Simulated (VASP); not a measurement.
A run of VASP 6.6.1 is set up as follows.

The input INCAR:

```
SYSTEM = LiMg3
PREC = Accurate
ENCUT = 600
EDIFF = 1E-7
ISMEAR = 0
SIGMA = 0.05
LREAL = .FALSE.
LASPH = .TRUE.
NELM = 100
ALGO = Normal
ISIF = 3
LWAVE = .FALSE.
LCHARG = .FALSE.
GGA = PS
IVDW = 12
IBRION = 2
NSW = 80
EDIFFG = -0.005
```

Contents of KPOINTS:

```
Automatic mesh
0
G
  6 6 6
  0 0 0
```

POSCAR

```
LiMg3
1.0
    0.0000000000      3.4836850000      3.4836850000
    3.4836850000      0.0000000000      3.4836850000
    3.4836850000      3.4836850000      0.0000000000
Li Mg
1 3
Direct
    0.5000000000      0.5000000000      0.5000000000
    0.0000000000      0.0000000000      0.0000000000
    0.2500000000      0.2500000000      0.2500000000
    0.7500000000      0.7500000000      0.7500000000
```

Potentials or basis: VASP PAW PBE potentials, release 64 (Li_sv, Mg).

Command:

```sh
$ cat potpaw_PBE.64/Li_sv/POTCAR potpaw_PBE.64/Mg/POTCAR > POTCAR
$ mpirun -np 1 vasp_std > vasp.out
```

Problem. Predict the space group after relaxing (to 0.1 Å).

Solution. Fm-3m (No. 225).

Problem. What does it give for the relaxed volume?

Solution. 20.06 Å³/atom.

Problem. What does it give for the relaxed cell?

Solution. a = 4.841 Å, b = 4.841 Å, c = 4.841 Å, α = 60.00°, β = 60.00°, γ = 60.00°.

The path:
| step | energy change (eV) | largest force (eV/Å) | pressure (GPa) | volume (Å³) |
| --- | --- | --- | --- | --- |
| 1 | 0.0000 | 0.0000 | -1.76 | 84.56 |
| 2 | -0.0217 | 0.0000 | -0.69 | 81.75 |
| 3 | -0.0252 | 0.0000 | -0.04 | 80.24 |

Caveat: the cutoff is under 1.25 times the usual one of these potentials, so pressure, stress and relaxed cells hold a basis-set (Pulay) error; the PAW data sets were made with another functional, which shifts forces and pressure a little.
